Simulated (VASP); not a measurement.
# LiNbO3 (R3c) in VASP: single point with PBE

Aim: the single point of LiNbO3 with PBE.

Program: VASP 6.6.1. These are calculated values, not measurements. Logs are shortened: lines on timing, memory, paths and dates and some standing lists are left out, and cuts for length are marked.

**1. The cell of the first run**

It takes space group R3c (No. 161, trigonal). Conventional cell: a = 5.190 Å, b = 5.190 Å, c = 14.017 Å, α = 90.00°, β = 90.00°, γ = 120.00°. Li (site symmetry 3) has 6 O at 2.08 to 2.27 Å within 2.8 Å. Nb (site symmetry 3) has 6 O at 1.88 to 2.16 Å within 2.5 Å. Within 2.5 Å of O (site symmetry 1) lie 2 Nb at 1.88 to 2.16 Å and 2 Li at 2.08 to 2.27 Å.

**2. Single point, PBE**

File INCAR:

```
SYSTEM = LiNbO3
PREC = Accurate
ENCUT = 520
EDIFF = 1E-7
ISMEAR = 0
SIGMA = 0.05
LREAL = .FALSE.
LASPH = .TRUE.
NELM = 60
ALGO = Normal
ISIF = 2
LWAVE = .FALSE.
LCHARG = .TRUE.
GGA = PE
LELF = .TRUE.
LVHAR = .TRUE.
NBANDS = 45
```

File KPOINTS:

```
Automatic mesh
0
G
  6 6 6
  0 0 0
```

File POSCAR:

```
LiNbO3
1.0
    2.5948427099      1.4981331371      4.6721811297
   -2.5948427099      1.4981331371      4.6721811297
    0.0000000000     -2.9962662741      4.6721811297
Li Nb O
2 2 6
Direct
    0.2816289705      0.2816289705      0.2816289705
    0.7816289705      0.7816289705      0.7816289705
    0.0004207091      0.0004207091      0.0004207091
    0.5004207091      0.5004207091      0.5004207091
    0.1105883052      0.3579662670      0.7210657481
    0.7210657481      0.1105883052      0.3579662670
    0.3579662670      0.7210657481      0.1105883052
    0.2210657481      0.8579662670      0.6105883052
    0.8579662670      0.6105883052      0.2210657481
    0.6105883052      0.2210657481      0.8579662670
```

Potentials or basis: VASP PAW PBE potentials, release 64 (Li_sv, Nb_sv, O).

Launch:

```console
$ cat potpaw_PBE.64/Li_sv/POTCAR potpaw_PBE.64/Nb_sv/POTCAR potpaw_PBE.64/O/POTCAR > POTCAR
$ mpirun -np 1 vasp_std > vasp.out
```

OUTCAR:

```text
SYSTEM = LiNbO3
   PREC = Accurate
   ENCUT = 520
   EDIFF = 1E-7
   ISMEAR = 0
   LREAL = .FALSE.
   LASPH = .TRUE.
   NELM = 60
   ISIF = 2
   GGA = PE

 ion  position               nearest neighbor table
   1  0.282  0.282  0.282-  10 2.08   9 2.08   8 2.08   5 2.27   6 2.27   7 2.27
   2  0.782  0.782  0.782-   6 2.08   5 2.08   7 2.08   9 2.27  10 2.27   8 2.27
   3  0.000  0.000  0.000-   6 1.88   7 1.88   5 1.88   8 2.16  10 2.16   9 2.16
   4  0.500  0.500  0.500-  10 1.88   8 1.88   9 1.88   7 2.16   6 2.16   5 2.16
   5  0.111  0.358  0.721-   3 1.88   2 2.08   4 2.16   1 2.27
   6  0.721  0.111  0.358-   3 1.88   2 2.08   4 2.16   1 2.27
   7  0.358  0.721  0.111-   3 1.88   2 2.08   4 2.16   1 2.27
   8  0.221  0.858  0.611-   4 1.88   1 2.08   3 2.16   2 2.27
   9  0.858  0.611  0.221-   4 1.88   1 2.08   3 2.16   2 2.27
  10  0.611  0.221  0.858-   4 1.88   1 2.08   3 2.16   2 2.27

  LATTYP: Found a trigonal (rhomboedric) cell.
 ALAT       =     5.5503953097
 COS(alpha) =     0.5628764146

  Lattice vectors:

 A1 = (   2.5948427099,   1.4981331371,   4.6721811297)
 A2 = (  -2.5948427099,   1.4981331371,   4.6721811297)
 A3 = (   0.0000000000,  -2.9962662741,   4.6721811297)

Analysis of symmetry for initial positions (statically):
=====================================================================
 Subroutine PRICEL returns:
 Original cell was already a primitive cell.

 Routine SETGRP: Setting up the symmetry group for a
 trigonal (rhombohedral) supercell.

 Subroutine GETGRP returns: Found  6 space group operations
 (whereof  3 operations were pure point group operations)
 out of a pool of 12 trial point group operations.

The static configuration has the point symmetry C_3 .
 The point group associated with its full space group is C_3v.

Analysis of symmetry for dynamics (positions and initial velocities):
=====================================================================
 Subroutine PRICEL returns:
 Original cell was already a primitive cell.

 Routine SETGRP: Setting up the symmetry group for a
 trigonal (rhombohedral) supercell.

 Subroutine GETGRP returns: Found  6 space group operations
 (whereof  3 operations were pure point group operations)
 out of a pool of 12 trial point group operations.

The dynamic configuration has the point symmetry C_3 .
 The point group associated with its full space group is C_3v.

 Subroutine INISYM returns: Found  6 space group operations
 (whereof  3 operations are pure point group operations),
 and found     1 'primitive' translations

----------------------------------------------------------------------------------------

                                     Primitive cell

  volume of cell :     108.9764

  direct lattice vectors                    reciprocal lattice vectors
     2.594842710  1.498133137  4.672181130     0.192689907  0.111249570  0.071344266
    -2.594842710  1.498133137  4.672181130    -0.192689907  0.111249570  0.071344266
     0.000000000 -2.996266274  4.672181130     0.000000000 -0.222499139  0.071344266

  length of vectors
     5.550395310  5.550395310  5.550395310     0.233657594  0.233657594  0.233657594

  position of ions in fractional coordinates (direct lattice)
     0.281628971  0.281628971  0.281628971
     0.781628971  0.781628971  0.781628971
     0.000420709  0.000420709  0.000420709
     0.500420709  0.500420709  0.500420709
     0.110588305  0.357966267  0.721065748
     0.721065748  0.110588305  0.357966267
     0.357966267  0.721065748  0.110588305
     0.221065748  0.857966267  0.610588305
     0.857966267  0.610588305  0.221065748
     0.610588305  0.221065748  0.857966267

  ion indices of the primitive-cell ions
   primitive index   ion index
                 1           1
                 2           2
                 3           3
                 4           4
                 5           5
                 6           6
                 7           7
                 8           8
                 9           9
                10          10

----------------------------------------------------------------------------------------

 KPOINTS: Automatic mesh

Automatic generation of k-mesh.
 Grid dimensions read from file:
 generate k-points for:    6    6    6

 Generating k-lattice:

  Cartesian coordinates                     Fractional coordinates (reciprocal lattice)
     0.032114984  0.018541595  0.011890711     0.166666667 -0.000000000 -0.000000000
    -0.032114984  0.018541595  0.011890711    -0.000000000  0.166666667 -0.000000000
     0.000000000 -0.037083190  0.011890711    -0.000000000 -0.000000000  0.166666667

  Length of vectors
     0.038942932  0.038942932  0.038942932

  Shift w.r.t. Gamma in fractional coordinates (k-lattice)
     0.000000000  0.000000000  0.000000000

 Subroutine IBZKPT returns following result:
 ===========================================

 Found     32 irreducible k-points:

 Following reciprocal coordinates:
            Coordinates               Weight
  0.000000  0.000000  0.000000      1.000000
  0.166667 -0.000000 -0.000000      6.000000
  0.333333 -0.000000 -0.000000      6.000000
  0.500000 -0.000000  0.000000      3.000000
  0.166667  0.166667  0.000000      6.000000
  0.333333  0.166667  0.000000     12.000000
[... 16 lines left out ...]
  0.500000  0.500000  0.166667      6.000000
 -0.333333  0.500000  0.166667     12.000000
 [... further k-points ...]
   k-points           NKPTS =     32   k-points in BZ     NKDIM =     32   number of bands    NBANDS=     45
   number of dos      NEDOS =    301   number of ions     NIONS =     10
   total plane-waves  NPLWV =  74088
   dimension x,y,z NGX =    42 NGY =   42 NGZ =   42
   dimension x,y,z NGXF=    84 NGYF=   84 NGZF=   84
   ions per type =               2   2   6
   NGX,Y,Z   is equivalent  to a cutoff of  12.58, 12.58, 12.58 a.u.
   NGXF,Y,Z  is equivalent  to a cutoff of  25.16, 25.16, 25.16 a.u.
 SYSTEM =  LiNbO3
   PREC   = accura    normal or accurate (medium, high low for compatibility)
   ISTART =      0    job   : 0-new  1-cont  2-samecut
   ICHARG =      2    charge: 1-file 2-atom 10-const
   ISPIN  =      1    spin polarized calculation?
   LNONCOLLINEAR =      F non collinear calculations
   LSORBIT =      F    spin-orbit coupling
   LASPH  =      T    aspherical Exc in radial PAW
   ENCUT  =  520.0 eV  38.22 Ry    6.18 a.u.  10.32 10.32 10.32*2*pi/ulx,y,z
   NELM   =     60;   NELMIN=  2; NELMDL= -5     # of ELM steps
   EDIFF  = 0.1E-06   stopping-criterion for ELM
   LREAL  =      F    real-space projection
   EDIFFG = 0.1E-05   stopping-criterion for IOM
   NSW    =      0    number of steps for IOM
   IBRION =     -1    ionic relax: 0-MD 1-quasi-New 2-CG
   NFREE  =      0    steps in history (QN), initial steepest desc. (CG)
   ISIF   =      2    stress and relaxation
   ISYM   =      2    0-nonsym 1-usesym 2-fastsym
   POTIM  = 0.5000    time-step for ionic-motion
   TEBEG  =    0.0;   TEEND  =   0.0 temperature during run
   PSTRESS=    0.0 pullay stress
   NELECT =      68.0000    total number of electrons
   NUPDOWN=      -1.0000    fix difference up-down
   EMIN   =  10.00;   EMAX   =-10.00  energy-range for DOS
   EFERMI =   0.00;   METHOD = LEGACY
   ISMEAR =     0;   SIGMA  =   0.05  broadening in eV -4-tet -1-fermi 0-gaus
   EFERMI_NEDOS =   21; number of points for ismear=-14 and -15
   IALGO  =     38    algorithm
   IMIX   =      4    mixing-type and parameters
     AMIX     =   0.40;   BMIX     =  1.00
     AMIX_MAG =   1.60;   BMIX_MAG =  1.00
  volume/ion in A,a.u.               =      10.90        73.54
  Fermi-wavevector in a.u.,A,eV,Ry     =   1.398944  2.643621 26.627206  1.957044
  Thomas-Fermi vector in A             =   2.522052
   LORBIT       =      0    0 simple, 1 ext, 2 COOP (PROOUT), +10 PAW based schemes
   GGA     = PE    functional components
   LHFCALC =     F    Hartree Fock is set to
   AEXX    =    0.0000 exact exchange contribution
   IVDW    =     0    specifies the selected vdW correction
   LEPSILON=     F    determine dielectric tensor
   LRPA    =     F    only Hartree local field effects (RPA)
 non-spin polarized calculation
 Gauss-broadening in eV      SIGMA  =   0.05
  energy-cutoff  :      520.00
  volume of cell :      108.98
 maximum number of plane-waves:      2964
 NGX is ok and might be reduce to    42
   NGX = 21   NGY = 21   NGZ = 21

 number of electron      67.9999999 magnetization

 Free energy of the ion-electron system (eV)
  ---------------------------------------------------
  ext. energy  EPLUGINS =         0.00000000
  ---------------------------------------------------
  free energy    TOTEN  =       -80.04214374 eV

  energy without entropy =      -80.04214374  energy(sigma->0) =      -80.04214374

 E-fermi :   3.6472     XC(G=0): -10.6670

 val. band max:        3.3223757138   @ k =   0.1667   0.1667   0.1667
 cond. band min:       6.8789442406   @ k =   0.5000   0.3333   0.0000
 fundamental gap:      3.5565685267
 Fermi energy:         3.6472137461

 k-point     1 :       0.0000    0.0000    0.0000
  band No.  band energies     occupation
      1     -50.9128      2.00000
      2     -50.8995      2.00000
      3     -39.3456      2.00000
      4     -39.3434      2.00000
      5     -27.1860      2.00000
      6     -27.1860      2.00000
[... 37 lines left out ...]
     44      13.0359      0.00000
     45      13.0416      0.00000

 k-point     2 :       0.1667   -0.0000   -0.0000
  band No.  band energies     occupation
      1     -50.9119      2.00000
      2     -50.9004      2.00000
      3     -39.3455      2.00000
      4     -39.3436      2.00000
      5     -27.1781      2.00000
      6     -27.1770      2.00000
[... 37 lines left out ...]
     44      12.9424      0.00000
     45      12.9833      0.00000

 k-point     3 :       0.3333   -0.0000   -0.0000
  band No.  band energies     occupation
      1     -50.9094      2.00000
      2     -50.9028      2.00000
      3     -39.3451      2.00000
      4     -39.3440      2.00000
      5     -27.1551      2.00000
      6     -27.1518      2.00000
[... 37 lines left out ...]
     44      12.7407      0.00000
     45      12.7763      0.00000

 k-point     4 :       0.5000   -0.0000    0.0000
  band No.  band energies     occupation
      1     -50.9061      2.00000
      2     -50.9061      2.00000
      3     -39.3445      2.00000
      4     -39.3445      2.00000
      5     -27.1208      2.00000
      6     -27.1208      2.00000
[... 901 lines left out ...]
     44      12.6915      0.00000
     45      12.9362      0.00000

 k-point    23 :       0.5000    0.5000    0.1667
  band No.  band energies     occupation
      1     -50.9080      2.00000
      2     -50.9042      2.00000
      3     -39.3449      2.00000
      4     -39.3442      2.00000
      5     -27.1852      2.00000
      6     -27.1758      2.00000
[... 37 lines left out ...]
     44      12.7264      0.00000
     45      13.2020      0.00000

 k-point    24 :      -0.3333    0.5000    0.1667
  band No.  band energies     occupation
      1     -50.9072      2.00000
      2     -50.9050      2.00000
      3     -39.3448      2.00000
      4     -39.3443      2.00000
      5     -27.1871      2.00000
      6     -27.1856      2.00000
[... 37 lines left out ...]
     44      12.6545      0.00000
     45      13.6107      0.00000

 [... further k-points ...]

------------------------ aborting loop because EDIFF is reached ----------------------------------------

  FORCE on cell =-STRESS in cart. coord.  units (eV):
  Direction    XX          YY          ZZ          XY          YZ          ZX
  --------------------------------------------------------------------------------------
  -------------------------------------------------------------------------------------
  Total       -0.1950327     -0.1950327     -0.2157131      0.0000000     -0.0000000      0.0000000
  in kB       -2.8673822     -2.8673822     -3.1714266      0.0000000     -0.0000000      0.0000000
  external PRESSURE =      -2.9687303 kB  Pullay stress =       0.0000000 kB

 VOLUME and BASIS-vectors are now :
 -----------------------------------------------------------------------------
  energy-cutoff  :      520.00
  volume of cell :      108.98
      direct lattice vectors                 reciprocal lattice vectors
     2.594842710  1.498133137  4.672181130     0.192689907  0.111249570  0.071344266
    -2.594842710  1.498133137  4.672181130    -0.192689907  0.111249570  0.071344266
     0.000000000 -2.996266274  4.672181130     0.000000000 -0.222499139  0.071344266

 POSITION                                       TOTAL-FORCE (eV/Angst)
 -----------------------------------------------------------------------------------
      0.00000      0.00000      3.94746        -0.000000      0.000000      0.003158
      0.00000      0.00000     10.95574        -0.000000      0.000000      0.003158
      0.00000      0.00000      0.00590        -0.000000     -0.000000     -0.025677
      0.00000      0.00000      7.01417        -0.000000     -0.000000     -0.025677
     -0.64191     -1.45855      5.55812         0.006471      0.001118      0.007506
      1.58409      0.17337      5.55812        -0.004204      0.005045      0.007506
     -0.94219      1.28518      5.55812        -0.002267     -0.006163      0.007506
     -1.65266     -0.21295      7.89421         0.002267     -0.006163      0.007506
      0.64191      1.53772      7.89421        -0.006471      0.001118      0.007506
      1.01075     -1.32477      7.89421         0.004204      0.005045      0.007506
 -----------------------------------------------------------------------------------
    total drift:                                0.000000     -0.000001     -0.000356

  FREE ENERGIE OF THE ION-ELECTRON SYSTEM (eV)
  ---------------------------------------------------
  free  energy   TOTEN  =       -80.0421437430 eV

  energy  without entropy=      -80.0421437430  energy(sigma->0) =      -80.04214374
```

It took 8.6 min on 1 thread of AMD EPYC, shared host; peak memory 0.29 GiB.

Results:

| Property | Result |
| --- | --- |
| Free energy | -80.0421 eV |
| Largest force | 0.026 eV/Å |
| Band gap on the k mesh | 3.56 eV (least direct gap 3.57 eV) |

Forces on the atoms (eV/Å):
```
Li   0.000  0.000  0.003
Li   0.000  0.000  0.003
Nb   0.000  0.000 -0.026
Nb   0.000  0.000 -0.026
O    0.006  0.001  0.008
O   -0.004  0.005  0.008
O   -0.002 -0.006  0.008
O    0.002 -0.006  0.008
O   -0.006  0.001  0.008
O    0.004  0.005  0.008
```

Caveat: the cutoff is under 1.25 times the usual one of these potentials, so pressure, stress and relaxed cells hold a basis-set (Pulay) error. A k mesh can miss the band edges.
